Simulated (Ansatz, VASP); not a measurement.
One calculation of NaCl, two programs

```xyz
2
Lattice="0.0000 2.8379 2.8379 2.8379 0.0000 2.8379 2.8379 2.8379 0.0000" Properties=species:S:1:pos:R:3 pbc="T T T"
Na    0.0000    0.0000    0.0000
Cl    2.8379    2.8379    2.8379
```

Alike in both runs: task single point; functional PBEsol; k mesh 8 × 8 × 8; occupations gaussian, width 0.05 eV; no spin polarisation.

|  | VASP | Ansatz |
| --- | --- | --- |
| version | VASP 6.6.1 | Ansatz 0.2.0 |
| potentials or method | VASP PAW PBE potentials, release 64 (Na_pv, Cl), cutoff 520 eV | scalar-relativistic, plane waves, PAW |
| valence electrons in the cell | 14 | 16 |

|  | VASP | Ansatz | Ansatz less VASP |
| --- | --- | --- | --- |
| gap on the k mesh at the Fermi level (eV) | 4.86 | 4.87 | +0.004 |
| least direct gap on the mesh (eV) | 4.86 | 4.87 | +0.004 |
| pressure (GPa) | -0.9 | -0.9 | -0.01 |

VASP's potentials were made for PBE, not for PBEsol. The functional is the same, so the differences come from potentials, cutoffs and numerics. VASP's potentials hold 14 valence electrons a cell and Ansatz's 16, so a difference there can come from the potentials and not from the codes.
